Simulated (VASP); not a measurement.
A run of VASP 6.6.1 is set up as follows.

File POSCAR:

```
WSe2
1.0
    3.3152956286      0.0000000000      0.0000000000
   -1.6576478143      2.8711302354      0.0000000000
    0.0000000000      0.0000000000     13.7200867919
W Se
2 4
Direct
    0.3333333333      0.6666666667      0.2500000000
    0.6666666667      0.3333333333      0.7500000000
    0.3333333333      0.6666666667      0.6288938150
    0.6666666667      0.3333333333      0.1288938150
    0.3333333333      0.6666666667      0.8711061850
    0.6666666667      0.3333333333      0.3711061850
```

The input INCAR.step1:

```
SYSTEM = WSe2
  PREC = Accurate
  ENCUT = 520
  ISMEAR = 0
  SIGMA = 0.01
  LREAL = .False.
  LASPH = .True.
  NELM = 100
  NBANDS = 35
  GGA = PE
  ALGO = Normal
  EDIFF = 1E-4
  LWAVE = .True.
  LCHARG = .False.
```

File INCAR.step2:

```
SYSTEM = WSe2
  PREC = Accurate
  ENCUT = 520
  EDIFF = 1E-7
  ISMEAR = 0
  SIGMA = 0.01
  LREAL = .False.
  LASPH = .True.
  NELM = 100
  ALGO = Normal
  ISIF = 2
  LWAVE = .False.
  LCHARG = .False.
  METAGGA = R2SCAN
  LMIXTAU = .True.
  NBANDS = 35
  ISTART = 1
```

KPOINTS

```
Automatic mesh
0
Gamma
  9 9 2
  0 0 0
```

Potentials or basis: VASP PAW PBE potentials, release 64 (W_sv, Se).

The run is started by

```console
$ cat potpaw_PBE.64/W_sv/POTCAR potpaw_PBE.64/Se/POTCAR > POTCAR
$ cp INCAR.step1 INCAR
$ mpirun -np 1 vasp_std > vasp.out
$ cp INCAR.step2 INCAR
$ mpirun -np 1 vasp_std > vasp.out
```

(1) What does it give for the largest force?

(2) What does it give for the band gap on the k mesh?

(3) Estimate the pressure.

## Answers

(1) 0.044 eV/Å.

(2) 1.42 eV (least direct gap 1.58 eV).

(3) 0.3 GPa.

Caveat: the PAW data sets were made with another functional, which shifts forces and pressure a little; spin-orbit coupling is left out, which moves the levels of the heavy elements; an odd mesh through Γ misses points on the zone boundary, where band edges can lie.
